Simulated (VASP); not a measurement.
Here is a VASP 6.6.1 calculation.

The input INCAR:

```
  PREC = Accurate
  ENCUT = 520
  EDIFF = 1E-6
  ISMEAR = -1
  SIGMA = 0.1
  LREAL = False
  LASPH = True
  NELM = 60
  ALGO = Normal
  ISIF = 2
  LWAVE = False
  LCHARG = False
  GGA = RP
  NBANDS = 28
```

KPOINTS

```
regular mesh
0
Gamma
  8 8 12
```

The input POSCAR:

```
Pb
1.0
    5.8518333382      0.0000000000      0.0000000000
   -2.9259166691      5.0678363296      0.0000000000
    0.0000000000      0.0000000000      3.5305528746
Pb
3
Direct
    1.0000000000      0.0000000000      0.0000000000
    0.3333333333      0.6666666667      0.5000000000
    0.6666666667      0.3333333333      0.5000000000
```

Potentials or basis: VASP PAW PBE potentials, release 64 (Pb_d).

Launch:

```bash
$ cat potpaw_PBE.64/Pb_d/POTCAR > POTCAR
$ mpirun -np 1 vasp_std > vasp.out
```

Task: Estimate the band gap on the k mesh.

Result: Zero (band 21 reaches 7.43 eV, above the bottom of band 22 at 4.24 eV).

Task: Estimate the pressure.

Result: -1.3 GPa.

Stress tensor (GPa, compression positive):
```
-1.43  0.00  0.00
 0.00 -1.43  0.00
 0.00  0.00 -1.19
```

Caveat: the PAW data sets were made with another functional, which shifts forces and pressure a little; spin-orbit coupling is left out, which moves the levels of the heavy elements.
